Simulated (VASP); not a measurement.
# BH3 (P2_1/c) in VASP: electric field gradients with r2SCAN

Aim: the electric field gradients of BH3 with r2SCAN.

Program: VASP 6.6.1. These are calculated values, not measurements. Logs are shortened: lines on timing, memory, paths and dates and some standing lists are left out, and cuts for length are marked.

**1. The cell of the first run**

It takes space group P2_1/c (No. 14, monoclinic). Conventional cell: a = 4.291 Å, b = 6.189 Å, c = 6.193 Å, α = 90.00°, β = 116.54°, γ = 90.00°. B (site symmetry 1) has 4 H at 1.19 to 1.32 Å within 1.6 Å. H (site symmetry 1) has 1 B at 1.19 Å within 1.6 Å. H (site symmetry 1) has 1 B at 1.19 Å within 1.6 Å. H (site symmetry 1) has 2 B at 1.32 Å within 1.8 Å.

**2. Electric field gradients, r2SCAN**

POSCAR reads:

```
BH3
1.0
    4.2905961820      0.0000000000      0.0000000000
    0.0000000000      6.1890635900      0.0000000000
   -2.7669789761      0.0000000000      5.5407877021
B H
4 12
Direct
    0.8575141900      0.4561902300      0.3553762900
    0.1424858100      0.9561902300      0.1446237100
    0.1424858100      0.5438097700      0.6446237100
    0.8575141900      0.0438097700      0.8553762900
    0.6132241000      0.3488219500      0.3286753700
    0.3867759000      0.8488219500      0.1713246300
    0.3867759000      0.6511780500      0.6713246300
    0.6132241000      0.1511780500      0.8286753700
    0.9121887900      0.5047556900      0.1896302900
    0.0878112100      0.0047556900      0.3103697100
    0.0878112100      0.4952443100      0.8103697100
    0.9121887900      0.9952443100      0.6896302900
    0.1411187800      0.3686134900      0.5240503300
    0.8588812200      0.8686134900      0.9759496700
    0.8588812200      0.6313865100      0.4759496700
    0.1411187800      0.1313865100      0.0240503300
```

INCAR.step1 reads:

```
SYSTEM = BH3
  PREC = Accurate
  ENCUT = 520
  ISMEAR = -1
  SIGMA = 0.02
  LREAL = Auto
  LASPH = .True.
  NELM = 60
  NBANDS = 26
  GGA = PE
  ALGO = Normal
  EDIFF = 1E-4
  LWAVE = .True.
  LCHARG = .False.
```

INCAR.step2 reads:

```
SYSTEM = BH3
  PREC = Accurate
  ENCUT = 520
  EDIFF = 1E-8
  ISMEAR = -1
  SIGMA = 0.02
  LREAL = Auto
  LASPH = .True.
  NELM = 60
  ALGO = Normal
  ISIF = 2
  LWAVE = .False.
  LCHARG = .False.
  METAGGA = R2SCAN
  LMIXTAU = .True.
  LEFG = .True.
  NBANDS = 26
  ISTART = 1
```

KPOINTS reads:

```
Automatic mesh
0
Gamma
  7 5 5
  0 0 0
```

Potentials or basis: VASP PAW PBE potentials, release 64 (B, H).

Command:

```bash
$ cat potpaw_PBE.64/B/POTCAR potpaw_PBE.64/H/POTCAR > POTCAR
$ cp INCAR.step1 INCAR
$ mpirun -np 1 vasp_std > vasp.out
$ cp INCAR.step2 INCAR
$ mpirun -np 1 vasp_std > vasp.out
```

OUTCAR:

```text
SYSTEM = BH3
   PREC = Accurate
   ENCUT = 520
   EDIFF = 1E-8
   ISMEAR = -1
   LREAL = Auto
   LASPH = .True.
   NELM = 60
   ISIF = 2
   METAGGA = R2SCAN
   ISTART = 1

 ion  position               nearest neighbor table
   1  0.858  0.456  0.355-   5 1.19   9 1.19  15 1.32  13 1.32   3 1.74
   2  0.142  0.956  0.145-   6 1.19  10 1.19  16 1.32  14 1.32   4 1.74
   3  0.142  0.544  0.645-   7 1.19  11 1.19  13 1.32  15 1.32   1 1.74
   4  0.858  0.044  0.855-   8 1.19  12 1.19  14 1.32  16 1.32   2 1.74
   5  0.613  0.349  0.329-   1 1.19
   6  0.387  0.849  0.171-   2 1.19
   7  0.387  0.651  0.671-   3 1.19
   8  0.613  0.151  0.829-   4 1.19
   9  0.912  0.505  0.190-   1 1.19
  10  0.088  0.005  0.310-   2 1.19
  11  0.088  0.495  0.810-   3 1.19
  12  0.912  0.995  0.690-   4 1.19
  13  0.141  0.369  0.524-   3 1.32   1 1.32
  14  0.859  0.869  0.976-   4 1.32   2 1.32
  15  0.859  0.631  0.476-   1 1.32   3 1.32
  16  0.141  0.131  0.024-   2 1.32   4 1.32

  LATTYP: Found a simple monoclinic cell.
 ALAT       =     4.2905961820
 B/A-ratio  =     1.4424717050
 C/A-ratio  =     1.3393137269
 COS(beta)  =    -0.2651403996

  Lattice vectors:

 A1 = (   4.2905961820,   0.0000000000,   0.0000000000)
 A2 = (   0.0000000000,  -6.1890635900,   0.0000000000)
 A3 = (  -1.5236172059,   0.0000000000,  -5.5407877021)

Analysis of symmetry for initial positions (statically):
=====================================================================
 Subroutine PRICEL returns:
 Original cell was already a primitive cell.

 Routine SETGRP: Setting up the symmetry group for a
 simple monoclinic supercell.

 Subroutine GETGRP returns: Found  4 space group operations
 (whereof  2 operations were pure point group operations)
 out of a pool of  4 trial point group operations.

The static configuration has the point symmetry S_2 .
 The point group associated with its full space group is C_2h.

Analysis of symmetry for dynamics (positions and initial velocities):
=====================================================================
 Subroutine PRICEL returns:
 Original cell was already a primitive cell.

 Routine SETGRP: Setting up the symmetry group for a
 simple monoclinic supercell.

 Subroutine GETGRP returns: Found  4 space group operations
 (whereof  2 operations were pure point group operations)
 out of a pool of  4 trial point group operations.

The dynamic configuration has the point symmetry S_2 .
 The point group associated with its full space group is C_2h.

 Subroutine INISYM returns: Found  4 space group operations
 (whereof  2 operations are pure point group operations),
 and found     1 'primitive' translations

----------------------------------------------------------------------------------------

                                     Primitive cell

  volume of cell :     147.1344

  direct lattice vectors                    reciprocal lattice vectors
     4.290596182  0.000000000  0.000000000     0.233067844  0.000000000  0.116390278
     0.000000000  6.189063590  0.000000000     0.000000000  0.161575331  0.000000000
    -2.766978976  0.000000000  5.540787702     0.000000000  0.000000000  0.180479754

  length of vectors
     4.290596182  6.189063590  6.193262550     0.260513563  0.161575331  0.180479754

  position of ions in fractional coordinates (direct lattice)
     0.857514190  0.456190230  0.355376290
     0.142485810  0.956190230  0.144623710
     0.142485810  0.543809770  0.644623710
     0.857514190  0.043809770  0.855376290
     0.613224100  0.348821950  0.328675370
     0.386775900  0.848821950  0.171324630
[... 8 lines left out ...]
     0.858881220  0.631386510  0.475949670
     0.141118780  0.131386510  0.024050330

  ion indices of the primitive-cell ions
   primitive index   ion index
                 1           1
                 2           2
                 3           3
                 4           4
[... 88 lines left out ...]
   IBRION =     -1    ionic relax: 0-MD 1-quasi-New 2-CG
   NFREE  =      0    steps in history (QN), initial steepest desc. (CG)
   ISIF   =      2    stress and relaxation
   ISYM   =      2    0-nonsym 1-usesym 2-fastsym
   POTIM  = 0.5000    time-step for ionic-motion
   TEBEG  =    0.0;   TEEND  =   0.0 temperature during run
   PSTRESS=    0.0 pullay stress
   NELECT =      24.0000    total number of electrons
   NUPDOWN=      -1.0000    fix difference up-down
   EMIN   =  10.00;   EMAX   =-10.00  energy-range for DOS
   EFERMI =   0.00;   METHOD = LEGACY
   ISMEAR =    -1;   SIGMA  =   0.02  broadening in eV -4-tet -1-fermi 0-gaus
   EFERMI_NEDOS =   21; number of points for ismear=-14 and -15
   IALGO  =     38    algorithm
   IMIX   =      4    mixing-type and parameters
     AMIX     =   0.40;   BMIX     =  1.00
     AMIX_MAG =   1.60;   BMIX_MAG =  1.00
  volume/ion in A,a.u.               =       9.20        62.06
  Fermi-wavevector in a.u.,A,eV,Ry     =   0.894487  1.690335 10.886109  0.800106
  Thomas-Fermi vector in A             =   2.016698
   LORBIT       =      0    0 simple, 1 ext, 2 COOP (PROOUT), +10 PAW based schemes
   METAGGA = R2SCAN    functional components
   LHFCALC =     F    Hartree Fock is set to
   AEXX    =    0.0000 exact exchange contribution
   IVDW    =     0    specifies the selected vdW correction
   LEPSILON=     F    determine dielectric tensor
   LRPA    =     F    only Hartree local field effects (RPA)
 non-spin polarized calculation
  energy-cutoff  :      520.00
  volume of cell :      147.13
 maximum number of plane-waves:      3991
   NGX = 15   NGY = 23   NGZ = 23

 number of electron      23.9999998 magnetization

 Free energy of the ion-electron system (eV)
  ---------------------------------------------------
  ext. energy  EPLUGINS =         0.00000000
  ---------------------------------------------------
  free energy    TOTEN  =       -71.54518397 eV

  energy without entropy =      -71.54518397  energy(sigma->0) =      -71.54518397

 E-fermi :  -4.0338     XC(G=0):  -7.3984

 val. band max:       -4.5182206339   @ k =   0.0000   0.0000   0.2000
 cond. band min:       1.3330134965   @ k =  -0.2857   0.0000   0.2000
 fundamental gap:      5.8512341305
 Fermi energy:        -4.0337960826

 k-point     1 :       0.0000    0.0000    0.0000
  band No.  band energies     occupation
      1     -14.2494      2.00000
      2     -13.7830      2.00000
      3      -8.5721      2.00000
      4      -8.3012      2.00000
      5      -7.6132      2.00000
      6      -7.2971      2.00000
[... 637 lines left out ...]
     23       7.9525      0.00000
     24       8.0640      0.00000

 [... further k-points ...]

 [bands above 24 left out]

------------------------ aborting loop because EDIFF is reached ----------------------------------------

  FORCE on cell =-STRESS in cart. coord.  units (eV):
  Direction    XX          YY          ZZ          XY          YZ          ZX
  --------------------------------------------------------------------------------------
  -------------------------------------------------------------------------------------
  Total       -0.0118803      0.0297938      0.0391590      0.0000000      0.0000000      0.0430313
  in kB       -0.1293674      0.3244306      0.4264112      0.0000000      0.0000000      0.4685768
  external PRESSURE =       0.2071581 kB  Pullay stress =       0.0000000 kB

 VOLUME and BASIS-vectors are now :
 -----------------------------------------------------------------------------
  energy-cutoff  :      520.00
  volume of cell :      147.13
      direct lattice vectors                 reciprocal lattice vectors
     4.290596182  0.000000000  0.000000000     0.233067844  0.000000000  0.116390278
     0.000000000  6.189063590  0.000000000     0.000000000  0.161575331  0.000000000
    -2.766978976  0.000000000  5.540787702     0.000000000  0.000000000  0.180479754

 POSITION                                       TOTAL-FORCE (eV/Angst)
 -----------------------------------------------------------------------------------
      2.69593      2.82339      1.96906         0.003062      0.003871     -0.006259
      0.21118      5.91792      0.80133        -0.003062      0.003871      0.006259
     -1.17231      3.36567      3.57172        -0.003062     -0.003871      0.006259
      1.31244      0.27114      4.73946         0.003062     -0.003871     -0.006259
      1.72166      2.15888      1.82112        -0.003663     -0.007472      0.002943
      1.18545      5.25341      0.94927         0.003663     -0.007472     -0.002943
[... 8 lines left out ...]
      2.36817      3.90769      2.63714         0.013388     -0.005801      0.002805
      0.53894      0.81316      0.13326        -0.013388     -0.005801     -0.002805
 -----------------------------------------------------------------------------------
    total drift:                               -0.000000     -0.000000      0.000000

  FREE ENERGIE OF THE ION-ELECTRON SYSTEM (eV)
  ---------------------------------------------------
  free  energy   TOTEN  =       -71.5451839722 eV

  energy  without entropy=      -71.5451839722  energy(sigma->0) =      -71.54518397

 Electric field gradients (V/A^2)
---------------------------------------------------------------------
 ion       V_xx      V_yy      V_zz      V_xy      V_xz      V_yz
---------------------------------------------------------------------
   1      -9.957    15.673    -5.716   -26.260    10.936     0.750
   2      -9.957    15.673    -5.716    26.260    10.936    -0.750
   3      -9.957    15.673    -5.716   -26.260    10.936     0.750
   4      -9.957    15.673    -5.716    26.260    10.936    -0.750
   5      10.255    -0.369    -9.886    13.715     3.365     2.261
   6      10.255    -0.369    -9.886   -13.715     3.365    -2.261
[... 8 lines left out ...]
  15      -6.544     1.420     5.124    -6.784     6.134     4.040
  16      -6.544     1.420     5.124     6.784     6.134    -4.040
---------------------------------------------------------------------

 Electric field gradients after diagonalization (V/A^2)
 (convention: |V_zz| > |V_xx| > |V_yy|)
----------------------------------------------------------------------
 ion       V_xx      V_yy      V_zz     asymmetry (V_yy - V_xx)/ V_zz
----------------------------------------------------------------------
   1     -30.244    -2.555    32.798       0.844
   2     -30.244    -2.555    32.798       0.844
   3     -30.244    -2.555    32.798       0.844
   4     -30.244    -2.555    32.798       0.844
   5     -10.434    -9.763    20.197       0.033
   6     -10.434    -9.763    20.197       0.033
[... 8 lines left out ...]
  15       8.099     5.241   -13.341       0.214
  16       8.099     5.241   -13.341       0.214
----------------------------------------------------------------------

           NMR quadrupolar parameters

 Cq : quadrupolar parameter    Cq=e*Q*V_zz/h
 eta: asymmetry parameters     (V_yy - V_xx)/ V_zz
 Q  : nuclear electric quadrupole moment in mb (millibarn)
----------------------------------------------------------------------
 ion       Cq(MHz)       eta       Q (mb)
----------------------------------------------------------------------
   1       0.079       0.844       1.000
   2       0.079       0.844       1.000
   3       0.079       0.844       1.000
   4       0.079       0.844       1.000
   5       0.049       0.033       1.000
   6       0.049       0.033       1.000
[... 8 lines left out ...]
  15      -0.032       0.214       1.000
  16      -0.032       0.214       1.000
----------------------------------------------------------------------
```

Run time: 11 min. Hardware: 1 thread of Intel Xeon Platinum 8259CL at 2.50GHz (Skylake/Cascade Lake), shared host; peak memory 0.33 GiB.

Results:

| Item | Value |
| --- | --- |
| Free energy | -71.5452 eV |
| Pressure | 0.0 GPa |
| Largest force | 0.015 eV/Å |
| Band gap on the k mesh | 5.85 eV (least direct gap 5.94 eV) |
| Largest electric field gradient by atom | B +32.8; H +20.2, +20.0, -13.3 (each value once) V/Å² |

Forces in eV/Å, atoms in the order of the input:
```
B    0.003  0.004 -0.006
B   -0.003  0.004  0.006
B   -0.003 -0.004  0.006
B    0.003 -0.004 -0.006
H   -0.004 -0.007  0.003
H    0.004 -0.007 -0.003
H    0.004  0.007 -0.003
H   -0.004  0.007  0.003
H   -0.005  0.007 -0.006
H    0.005  0.007  0.006
H    0.005 -0.007  0.006
H   -0.005 -0.007 -0.006
H   -0.013  0.006 -0.003
H    0.013  0.006  0.003
H    0.013 -0.006  0.003
H   -0.013 -0.006 -0.003
```

Electric field gradients, principal values (V/Å²):
| atom | least | middle | greatest (by size) |
| --- | --- | --- | --- |
| 1 B | -2.555 | -30.244 | 32.798 |
| 2 B | -2.555 | -30.244 | 32.798 |
| 3 B | -2.555 | -30.244 | 32.798 |
| 4 B | -2.555 | -30.244 | 32.798 |
| 5 H | -9.763 | -10.434 | 20.197 |
| 6 H | -9.763 | -10.434 | 20.197 |
| 7 H | -9.763 | -10.434 | 20.197 |
| 8 H | -9.763 | -10.434 | 20.197 |
| 9 H | -9.499 | -10.457 | 19.956 |
| 10 H | -9.499 | -10.457 | 19.956 |
| 11 H | -9.499 | -10.457 | 19.956 |
| 12 H | -9.499 | -10.457 | 19.956 |
| 13 H | 5.241 | 8.099 | -13.341 |
| 14 H | 5.241 | 8.099 | -13.341 |
| 15 H | 5.241 | 8.099 | -13.341 |
| 16 H | 5.241 | 8.099 | -13.341 |

Caveat: without QUAD_EFG the Cq values of the log hold for a quadrupole moment of 1 mb, not for the nuclei; the PAW data sets were made with another functional, which shifts forces and pressure a little; an odd mesh through Γ misses points on the zone boundary, where band edges can lie.
